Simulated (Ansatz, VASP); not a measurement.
Ba: VASP beside Ansatz

The input INCAR:

```
ALGO     = Normal         # electronic algorithm
EDIFF    = 1E-6           # SCF threshold, eV
ENCUT    = 520            # plane-wave cutoff, eV
GGA      = PE             # functional
ISIF     = 2              # what is computed and relaxed
ISMEAR   = -1             # smearing method
LASPH    = True           # aspherical terms in the spheres
LCHARG   = True           # write CHGCAR
LELF     = True           # ELF
LREAL    = False          # projectors in reciprocal space
LVHAR    = True         
LWAVE    = False          # write WAVECAR
NBANDS   = 11             # bands
NELM     = 80             # most SCF steps
PREC     = Accurate       # precision mode
SIGMA    = 0.1            # smearing width, eV
```

File KPOINTS:

```
k-points
0
Gamma
  10 10 10
```

File POSCAR:

```
Ba
1.0
   -2.4986240000      2.4986240000      2.4986240000
    2.4986240000     -2.4986240000      2.4986240000
    2.4986240000      2.4986240000     -2.4986240000
Ba
1
Direct
    0.0000000000      0.0000000000      0.0000000000
```

Input for Ansatz:

```yaml
crystal:
  lattice:
    - [-2.498624, 2.498624, 2.498624]
    - [2.498624, -2.498624, 2.498624]
    - [2.498624, 2.498624, -2.498624]
  atoms:
    - { symbol: Ba, position: [0.0, 0.0, 0.0] }
  symmetry: { tolerance: 0.0003 }
kpoints:
  mp_grid: { grid: [10, 10, 10], shift: [0, 0, 0] }
  band_path:
    path:
      - [0.0, 0.0, 0.0]
      - [0.5, -0.5, 0.5]
      - [0.0, 0.0, 0.5]
      - [0.0, 0.0, 0.0]
      - [0.25, 0.25, 0.25]
      - [0.5, -0.5, 0.5]
      - [0.25, 0.25, 0.25]
      - [0.0, 0.0, 0.5]
    npoints: 20
magnetization:
  spin_polarized: false
scf:
  occupations: { method: fermi_dirac }
  lower_state_search: "off"
  max_iter: 200
hamiltonian:
  pseudopotentials: { kind: paw }
  xc: pbe
basis:
  ecutwfc: 420
  fft_grid_basis: typed
output:
  forces: true
  stress: true
  eigenvalues: true
  bader: true
  populations: true
  elf: true
  write_potential: true
  volumetric_format: npy
  dos:
    e_range: [-12, 8]
    de: 0.05
    projected: { site_lists: { Ba: [Ba] } }
checkpoint:
  read: saved_state
```

Alike in both runs: task single point; functional PBE; k mesh 10 × 10 × 10; no spin polarisation.

|  | VASP | Ansatz |
| --- | --- | --- |
| version | VASP 6.6.1 | Ansatz 0.2.0 |
| potentials or method | VASP PAW PBE potentials, release 64 (Ba_sv), cutoff 520 eV | PAW plane waves |
| occupations | fermi-dirac, width 0.1 eV | fermi-dirac |
| valence electrons in the cell | 10 | 10 |

Ansatz gave:

| Item | Value |
| --- | --- |
| pressure (GPa) | 0.1 |

Task: What did VASP give for the same quantities?

Result: Pressure (GPa): 0.2.

Neither program's run includes spin-orbit coupling.
